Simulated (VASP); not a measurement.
WS2 (Tungstenite):

```xyz
3
Lattice="1.5684 0.9055 6.1220 -1.5684 0.9055 6.1220 0.0000 -1.8110 6.1220" Properties=species:S:1:pos:R:3 pbc="T T T"
W     0.0000    0.0000    0.0000
S     0.0000    0.0000   10.6706
S     0.0000    0.0000   13.7799
```

Base run:

```yaml
Program: VASP 6.6.1
Functional: r2SCAN
Potentials_or_basis: VASP PAW PBE potentials, release 64 (W_sv, S)
Cutoff: 520 eV
k_mesh: 10 × 10 × 10
Occupations: fermi-dirac, width 0.05 eV
Spin: no spin polarisation
```

Its results: band gap on the k mesh 1.17 eV, indirect (least direct gap 2.43 eV); pressure 6.6 GPa; largest force 0.667 eV/Å.

Task: The run is repeated on the same cell with these changes: functional from r2SCAN to PBE. What comes out?

Result: Band gap on the k mesh 1.06 eV, indirect (least direct gap 2.30 eV); pressure 8.3 GPa; largest force 0.898 eV/Å.

r2SCAN gives the wider gap, since meta-GGAs in the generalised Kohn-Sham scheme recover part of the derivative discontinuity.

Caveats: spin-orbit coupling is left out, which moves the levels of the heavy elements; the PAW data sets were made with another functional, which shifts forces and pressure a little (some runs).

A k mesh can miss the band edges.
